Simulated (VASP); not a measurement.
# HgTe (I-4m2) in VASP: a series of runs

HgTe is run at these levels: r2SCAN+D3(BJ); tasks: single point.

Everything below comes from runs of VASP 6.6.1. Logs are shortened: lines on timing, memory, paths and dates and some standing lists are left out, and cuts for length are marked.

### Step 1. The cell of the first run

It takes space group I-4m2 (No. 119, tetragonal). The conventional cell has a = 5.837 Å, b = 5.837 Å, c = 2.989 Å, α = 90.00°, β = 90.00°, γ = 90.00°. Within 3.9 Å of Hg (site symmetry -4m2) lie 2 Hg at 2.99 Å and 8 Te at 3.01 to 3.68 Å. Within 3.9 Å of Te (site symmetry -4m2) lie 2 Te at 2.99 Å and 8 Hg at 3.01 to 3.68 Å.

### Step 2. Single point, r2SCAN+D3(BJ)

POSCAR

```
HgTe
1.0
   -2.9185525382      2.9185525382      1.4943576079
    2.9185525382     -2.9185525382      1.4943576079
    2.9185525382      2.9185525382     -1.4943576079
Hg Te
1 1
Direct
    0.2500000000      0.7500000000      0.5000000000
    0.0000000000      0.0000000000      0.0000000000
```

INCAR.step1

```
PREC     = Accurate       # precision mode
ENCUT    = 520            # plane-wave cutoff, eV
ISMEAR   = -1             # smearing method
SIGMA    = 0.05           # smearing width, eV
LREAL    = False          # projectors in reciprocal space
LASPH    = True           # aspherical terms in the spheres
NELM     = 100            # most SCF steps
NBANDS   = 16             # bands
GGA      = PE             # functional
ALGO     = Normal         # electronic algorithm
EDIFF    = 1E-4           # SCF threshold, eV
LWAVE    = True           # write WAVECAR
LCHARG   = False          # write CHGCAR
```

INCAR.step2

```
PREC     = Accurate       # precision mode
ENCUT    = 520            # plane-wave cutoff, eV
EDIFF    = 1E-6           # SCF threshold, eV
ISMEAR   = -1             # smearing method
SIGMA    = 0.05           # smearing width, eV
LREAL    = False          # projectors in reciprocal space
LASPH    = True           # aspherical terms in the spheres
NELM     = 100            # most SCF steps
ALGO     = Normal         # electronic algorithm
ISIF     = 2              # what is computed and relaxed
LWAVE    = False          # write WAVECAR
LCHARG   = False          # write CHGCAR
METAGGA  = R2SCAN         # meta-GGA
LMIXTAU  = True         
IVDW     = 12             # dispersion correction
VDW_S6   = 1.0          
VDW_S8   = 0.78981345   
VDW_A1   = 0.49484001   
VDW_A2   = 5.73083694   
NBANDS   = 16             # bands
ISTART   = 1
```

KPOINTS

```
regular mesh
0
Gamma
  8 8 8
```

Potentials or basis: VASP PAW PBE potentials, release 64 (Hg, Te).

Command:

```bash
$ cat potpaw_PBE.64/Hg/POTCAR potpaw_PBE.64/Te/POTCAR > POTCAR
$ cp INCAR.step1 INCAR
$ mpirun -np 1 vasp_std > vasp.out
$ cp INCAR.step2 INCAR
$ mpirun -np 1 vasp_std > vasp.out
```

OUTCAR:

```text
PREC = Accurate
   ENCUT = 520
   EDIFF = 1E-6
   ISMEAR = -1
   LREAL = False
   LASPH = True
   NELM = 100
   ISIF = 2
   METAGGA = R2SCAN
   IVDW = 12
   ISTART = 1
 IVDW          = 12

 ion  position               nearest neighbor table
   1  0.250  0.750  0.500-   2 3.01   2 3.01   2 3.01   2 3.01   2 3.68   2 3.68   2 3.68   2 3.68

   2  0.000  0.000  0.000-   1 3.01   1 3.01   1 3.01   1 3.01   1 3.68   1 3.68   1 3.68   1 3.68

  LATTYP: Found a body centered tetragonal cell.
 ALAT       =     5.8371050764
 C/A-ratio  =     0.5120201156

  Lattice vectors:

 A1 = (  -2.9185525382,   2.9185525382,   1.4943576079)
 A2 = (   2.9185525382,  -2.9185525382,   1.4943576079)
 A3 = (   2.9185525382,   2.9185525382,  -1.4943576079)

Analysis of symmetry for initial positions (statically):
=====================================================================
 Subroutine PRICEL returns:
 Original cell was already a primitive cell.

 Routine SETGRP: Setting up the symmetry group for a
 body centered tetragonal supercell.

 Subroutine GETGRP returns: Found  8 space group operations
 (whereof  8 operations were pure point group operations)
 out of a pool of 16 trial point group operations.

The static configuration has the point symmetry D_2d.

Analysis of symmetry for dynamics (positions and initial velocities):
=====================================================================
 Subroutine PRICEL returns:
 Original cell was already a primitive cell.

 Routine SETGRP: Setting up the symmetry group for a
 body centered tetragonal supercell.

 Subroutine GETGRP returns: Found  8 space group operations
 (whereof  8 operations were pure point group operations)
 out of a pool of 16 trial point group operations.

The dynamic configuration has the point symmetry D_2d.

 Subroutine INISYM returns: Found  8 space group operations
 (whereof  8 operations are pure point group operations),
 and found     1 'primitive' translations

----------------------------------------------------------------------------------------

                                     Primitive cell

  volume of cell :      50.9154

  direct lattice vectors                    reciprocal lattice vectors
    -2.918552538  2.918552538  1.494357608     0.000000000  0.171317800  0.334591933
     2.918552538 -2.918552538  1.494357608     0.171317800  0.000000000  0.334591933
     2.918552538  2.918552538 -1.494357608     0.171317800  0.171317800  0.000000000

  length of vectors
     4.389647195  4.389647195  4.389647195     0.375900984  0.375900984  0.242279956

  position of ions in fractional coordinates (direct lattice)
     0.250000000  0.750000000  0.500000000
     0.000000000  0.000000000  0.000000000

  ion indices of the primitive-cell ions
   primitive index   ion index
                 1           1
                 2           2

----------------------------------------------------------------------------------------

 KPOINTS: regular mesh

Automatic generation of k-mesh.
 Grid dimensions read from file:
 generate k-points for:    8    8    8

 Generating k-lattice:

  Cartesian coordinates                     Fractional coordinates (reciprocal lattice)
     0.000000000  0.021414725  0.041823992     0.125000000  0.000000000  0.000000000
     0.021414725  0.000000000  0.041823992     0.000000000  0.125000000  0.000000000
     0.021414725  0.021414725  0.000000000     0.000000000  0.000000000  0.125000000

  Length of vectors
     0.046987623  0.046987623  0.030284995

  Shift w.r.t. Gamma in fractional coordinates (k-lattice)
     0.000000000  0.000000000  0.000000000

 Subroutine IBZKPT returns following result:
 ===========================================

 Found     59 irreducible k-points:

 Following reciprocal coordinates:
            Coordinates               Weight
  0.000000  0.000000  0.000000      1.000000
  0.125000  0.000000  0.000000      8.000000
  0.250000  0.000000  0.000000      8.000000
  0.375000  0.000000 -0.000000      8.000000
  0.500000  0.000000  0.000000      4.000000
  0.125000  0.125000  0.000000      8.000000
[... 16 lines left out ...]
  0.250000  0.125000  0.125000     16.000000
  0.375000  0.125000  0.125000      8.000000
 [... further k-points ...]
   k-points           NKPTS =     59   k-points in BZ     NKDIM =     59   number of bands    NBANDS=     16
   number of dos      NEDOS =    301   number of ions     NIONS =      2
   total plane-waves  NPLWV =  46656
   dimension x,y,z NGX =    36 NGY =   36 NGZ =   36
   dimension x,y,z NGXF=    72 NGYF=   72 NGZF=   72
   ions per type =               1   1
   NGX,Y,Z   is equivalent  to a cutoff of  13.63, 13.63, 13.63 a.u.
   NGXF,Y,Z  is equivalent  to a cutoff of  27.27, 27.27, 27.27 a.u.
 SYSTEM =  unknown system
   PREC   = accura    normal or accurate (medium, high low for compatibility)
   ISTART =      1    job   : 0-new  1-cont  2-samecut
   ICHARG =      0    charge: 1-file 2-atom 10-const
   ISPIN  =      1    spin polarized calculation?
   LNONCOLLINEAR =      F non collinear calculations
   LSORBIT =      F    spin-orbit coupling
   LASPH  =      T    aspherical Exc in radial PAW
   ENCUT  =  520.0 eV  38.22 Ry    6.18 a.u.   8.16  8.16  8.16*2*pi/ulx,y,z
   NELM   =    100;   NELMIN=  2; NELMDL=  0     # of ELM steps
   EDIFF  = 0.1E-05   stopping-criterion for ELM
   LREAL  =      F    real-space projection
   EDIFFG = 0.1E-04   stopping-criterion for IOM
   NSW    =      0    number of steps for IOM
   IBRION =     -1    ionic relax: 0-MD 1-quasi-New 2-CG
   NFREE  =      0    steps in history (QN), initial steepest desc. (CG)
   ISIF   =      2    stress and relaxation
   ISYM   =      2    0-nonsym 1-usesym 2-fastsym
   POTIM  = 0.5000    time-step for ionic-motion
   TEBEG  =    0.0;   TEEND  =   0.0 temperature during run
   PSTRESS=    0.0 pullay stress
   NELECT =      18.0000    total number of electrons
   NUPDOWN=      -1.0000    fix difference up-down
   EMIN   =  10.00;   EMAX   =-10.00  energy-range for DOS
   EFERMI =   0.00;   METHOD = LEGACY
   ISMEAR =    -1;   SIGMA  =   0.05  broadening in eV -4-tet -1-fermi 0-gaus
   EFERMI_NEDOS =   21; number of points for ismear=-14 and -15
   IALGO  =     38    algorithm
   IMIX   =      4    mixing-type and parameters
     AMIX     =   0.40;   BMIX     =  1.00
     AMIX_MAG =   1.60;   BMIX_MAG =  1.00
  volume/ion in A,a.u.               =      25.46       171.80
  Fermi-wavevector in a.u.,A,eV,Ry     =   1.157575  2.187500 18.231534  1.339980
  Thomas-Fermi vector in A             =   2.294185
   LORBIT       =      0    0 simple, 1 ext, 2 COOP (PROOUT), +10 PAW based schemes
   METAGGA = R2SCAN    functional components
   LHFCALC =     F    Hartree Fock is set to
   AEXX    =    0.0000 exact exchange contribution
   IVDW    =    12    specifies the selected vdW correction
   LEPSILON=     F    determine dielectric tensor
   LRPA    =     F    only Hartree local field effects (RPA)
 non-spin polarized calculation
  energy-cutoff  :      520.00
  volume of cell :       50.92
 maximum number of plane-waves:      1394
 NGX is ok and might be reduce to    36
   NGX = 17   NGY = 17   NGZ = 17

 number of electron      18.0000002 magnetization

 Free energy of the ion-electron system (eV)
  ---------------------------------------------------
  ext. energy  EPLUGINS =         0.00000000
  ---------------------------------------------------
  free energy    TOTEN  =       -74.71044235 eV

  energy without entropy =      -74.70689767  energy(sigma->0) =      -74.70867001

 E-fermi :   5.8924     XC(G=0): -11.0231

 val. band max:        5.8636496408   @ k =  -0.2500   0.5000   0.1250
 cond. band min:       5.9659768618   @ k =   0.5000   0.5000   0.1250
 fundamental gap:      0.1023272210
 Fermi energy:         5.8924219997

 k-point     1 :       0.0000    0.0000    0.0000
  band No.  band energies     occupation
      1      -8.1443      2.00000
      2      -2.6654      2.00000
      3      -1.7807      2.00000
      4      -1.6713      2.00000
      5      -1.0912      2.00000
      6      -1.0912      2.00000
[... 8 lines left out ...]
     15      16.7830      0.00000
     16      18.7880      0.00000

 k-point     2 :       0.1250    0.0000    0.0000
  band No.  band energies     occupation
      1      -7.8377      2.00000
      2      -2.3731      2.00000
      3      -1.7400      2.00000
      4      -1.7051      2.00000
      5      -1.2647      2.00000
      6      -1.2574      2.00000
[... 8 lines left out ...]
     15      16.5437      0.00000
     16      16.8477      0.00000

 k-point     3 :       0.2500    0.0000    0.0000
  band No.  band energies     occupation
      1      -6.9595      2.00000
      2      -1.8104      2.00000
      3      -1.7448      2.00000
      4      -1.6269      2.00000
      5      -1.5580      2.00000
      6      -1.5255      2.00000
[... 8 lines left out ...]
     15      15.2909      0.00000
     16      16.4176      0.00000

 k-point     4 :       0.3750    0.0000   -0.0000
  band No.  band energies     occupation
      1      -5.7063      2.00000
      2      -2.0373      2.00000
      3      -1.9129      2.00000
      4      -1.7090      2.00000
      5      -1.4407      2.00000
      6      -1.0450      2.00000
[... 8 lines left out ...]
     15      14.3554      0.00000
     16      18.2996      0.00000

 k-point     5 :       0.5000    0.0000    0.0000
  band No.  band energies     occupation
      1      -4.9029      2.00000
      2      -2.1648      2.00000
      3      -1.9620      2.00000
      4      -1.6289      2.00000
      5      -1.3860      2.00000
      6      -1.2056      2.00000
[... 8 lines left out ...]
     15      16.3723      0.00000
     16      17.1527      0.00000

 k-point     6 :       0.1250    0.1250    0.0000
  band No.  band energies     occupation
      1      -7.0347      2.00000
      2      -1.7735      2.00000
      3      -1.7090      2.00000
      4      -1.6204      2.00000
      5      -1.5987      2.00000
      6      -1.5423      2.00000
[... 8 lines left out ...]
     15      15.0789      0.00000
     16      15.3346      0.00000
[... 267 lines left out ...]
 k-point    21 :       0.5000    0.5000    0.0000
  band No.  band energies     occupation
      1      -7.4087      2.00000
      2      -2.8038      2.00000
      3      -2.3476      2.00000
      4      -2.1467      2.00000
      5      -1.0887      2.00000
      6      -1.0532      2.00000
[... 8 lines left out ...]
     15      17.5135      0.00000
     16      17.8387      0.00000

 k-point    22 :       0.1250    0.1250    0.1250
  band No.  band energies     occupation
      1      -6.8180      2.00000
      2      -1.8798      2.00000
      3      -1.7715      2.00000
      4      -1.6334      2.00000
      5      -1.5865      2.00000
      6      -1.4523      2.00000
[... 8 lines left out ...]
     15      14.8839      0.00000
     16      16.0136      0.00000

 k-point    23 :       0.2500    0.1250    0.1250
  band No.  band energies     occupation
      1      -5.6073      2.00000
      2      -2.0673      2.00000
      3      -1.8807      2.00000
      4      -1.6920      2.00000
      5      -1.4440      2.00000
      6      -1.1081      2.00000
[... 8 lines left out ...]
     15      14.7653      0.00000
     16      16.2905      0.00000

 k-point    24 :       0.3750    0.1250    0.1250
  band No.  band energies     occupation
      1      -4.8445      2.00000
      2      -2.2443      2.00000
      3      -1.8845      2.00000
      4      -1.5676      2.00000
      5      -1.4188      2.00000
      6      -1.1340      2.00000
[... 8 lines left out ...]
     15      15.3197      0.00000
     16      16.3268      0.00000

 [... further k-points ...]

------------------------ aborting loop because EDIFF is reached ----------------------------------------

 Edisp (eV)   -0.45985

 E8    (eV) :    -0.1649

  FORCE on cell =-STRESS in cart. coord.  units (eV):
  Direction    XX          YY          ZZ          XY          YZ          ZX
  --------------------------------------------------------------------------------------
  -------------------------------------------------------------------------------------
  Total       1.19423     1.19423     2.20984     0.00000     0.00000     0.00000
  in kB      37.57922    37.57922    69.53786     0.00000     0.00000     0.00000
  external pressure =       48.23 kB  Pullay stress =        0.00 kB

 VOLUME and BASIS-vectors are now :
 -----------------------------------------------------------------------------
  energy-cutoff  :      520.00
  volume of cell :       50.92
      direct lattice vectors                 reciprocal lattice vectors
    -2.918552538  2.918552538  1.494357608     0.000000000  0.171317800  0.334591933
     2.918552538 -2.918552538  1.494357608     0.171317800  0.000000000  0.334591933
     2.918552538  2.918552538 -1.494357608     0.171317800  0.171317800  0.000000000

 POSITION                                       TOTAL-FORCE (eV/Angst)
 -----------------------------------------------------------------------------------
      2.91855      0.00000      0.74718        -0.000000     -0.000000     -0.000000
      0.00000      0.00000      0.00000         0.000000      0.000000      0.000000
 -----------------------------------------------------------------------------------
    total drift:                               -0.000000      0.000000      0.000000

  FREE ENERGIE OF THE ION-ELECTRON SYSTEM (eV)
  ---------------------------------------------------
  free  energy   TOTEN  =       -75.1702890461 eV

  energy  without entropy=      -75.1667443683  energy(sigma->0) =      -75.16851671
```

Run time: 3.1 min. Hardware: 1 thread of Intel Xeon Platinum 8259CL at 2.50GHz (Skylake/Cascade Lake), shared host; peak memory 0.25 GiB.

Results:

| Quantity | Value |
| --- | --- |
| Free energy | -75.1703 eV |
| Pressure | 4.8 GPa |
| Band gap on the k mesh | zero (band 9 reaches 7.79 eV, above the bottom of band 10 at 4.05 eV) |
| Dispersion energy per atom | -0.230 eV |

Levels at points of the mesh, in eV from the Fermi level:
```csv
k point,band 6,band 7,band 8,band 9,band 10,band 11,band 12,band 13
"(0.00, 0.00, 0.00)",-6.98,-3.55,-3.21,-3.21,4.26,4.71,7.64,7.64
"(0.50, 0.00, 0.00)",-7.10,-5.40,-2.35,-1.55,-0.25,3.66,3.81,6.41
"(0.50, 0.50, 0.00)",-6.95,-6.90,-1.15,1.90,2.01,2.93,3.92,9.50
"(0.50, 0.50, 0.50)",-6.78,-5.46,-5.46,-5.09,3.79,7.77,9.36,9.36
```

Caveat: three body term missing; the PAW data sets were made with another functional, which shifts forces and pressure a little; spin-orbit coupling is left out, which moves the levels of the heavy elements; pairwise dispersion overbinds metals, which lowers pressure and volume.

### Step 3. Single point, r2SCAN+D3(BJ)

This run uses another cell than the first one, of 26.61 Å³/atom, 1.045 times its volume.

POSCAR

```
HgTe
1.0
   -2.9621194469      2.9621194469      1.5166647415
    2.9621194469     -2.9621194469      1.5166647415
    2.9621194469      2.9621194469     -1.5166647415
Hg Te
1 1
Direct
    0.2500000000      0.7500000000      0.5000000000
    0.0000000000      0.0000000000      0.0000000000
```

INCAR.step1

```
SYSTEM = HgTe
  ALGO = Normal
  EDIFF = 1E-4
  ENCUT = 520
  GGA = PE
  ISMEAR = -1
  LASPH = .True.
  LCHARG = .False.
  LREAL = .False.
  LWAVE = .True.
  NBANDS = 16
  NELM = 80
  PREC = Accurate
  SIGMA = 0.05
```

INCAR.step2

```
SYSTEM = HgTe
  ALGO = Normal
  EDIFF = 1E-6
  ENCUT = 520
  ISIF = 2
  ISMEAR = -1
  ISTART = 1
  IVDW = 12
  LASPH = .True.
  LCHARG = .True.
  LELF = .True.
  LMIXTAU = .True.
  LREAL = .False.
  LVHAR = .True.
  LWAVE = .False.
  METAGGA = R2SCAN
  NBANDS = 16
  NELM = 80
  PREC = Accurate
  SIGMA = 0.05
  VDW_A1 = 0.49484001
  VDW_A2 = 5.73083694
  VDW_S6 = 1.0
  VDW_S8 = 0.78981345
```

KPOINTS

```
k-points
0
Gamma
  8 8 8
  0 0 0
```

Potentials or basis: VASP PAW PBE potentials, release 64 (Hg, Te).

Command:

```bash
$ cat potpaw_PBE.64/Hg/POTCAR potpaw_PBE.64/Te/POTCAR > POTCAR
$ cp INCAR.step1 INCAR
$ mpirun -np 1 vasp_std > vasp.out
$ cp INCAR.step2 INCAR
$ mpirun -np 1 vasp_std > vasp.out
```

It took 3 min on 1 thread of Intel Xeon Platinum 8259CL at 2.50GHz (Skylake/Cascade Lake), shared host; peak memory 0.25 GiB.

It converged, with:

| Quantity | Value |
| --- | --- |
| Free energy | -75.2171 eV |
| Pressure | 1.7 GPa |
| Band gap on the k mesh | zero (band 9 reaches 7.09 eV, above the bottom of band 10 at 3.58 eV) |
| Dispersion energy per atom | -0.220 eV |

Stress tensor (GPa, compression positive):
```
0.93 0.00 0.00
0.00 0.93 0.00
0.00 0.00 3.27
```

Levels at points of the mesh, in eV from the Fermi level:
```tsv
k point	band 5	band 6	band 7	band 8	band 9	band 10	band 11	band 12	band 13	band 14
(0.00, 0.00, 0.00)	-6.85	-6.85	-3.53	-3.02	-3.02	4.01	4.77	7.52	7.52	9.69
(0.50, 0.00, 0.00)	-7.11	-6.90	-5.23	-2.27	-1.45	-0.18	3.55	3.90	6.32	8.68
(0.50, 0.50, 0.00)	-6.82	-6.79	-6.78	-1.14	1.75	2.10	2.99	3.77	9.38	11.14
(0.50, 0.50, 0.50)	-6.82	-6.69	-5.13	-5.13	-4.89	3.59	7.72	9.06	9.06	12.43
```

Caveat: three body term missing; the PAW data sets were made with another functional, which shifts forces and pressure a little; spin-orbit coupling is left out, which moves the levels of the heavy elements; pairwise dispersion overbinds metals, which lowers pressure and volume.
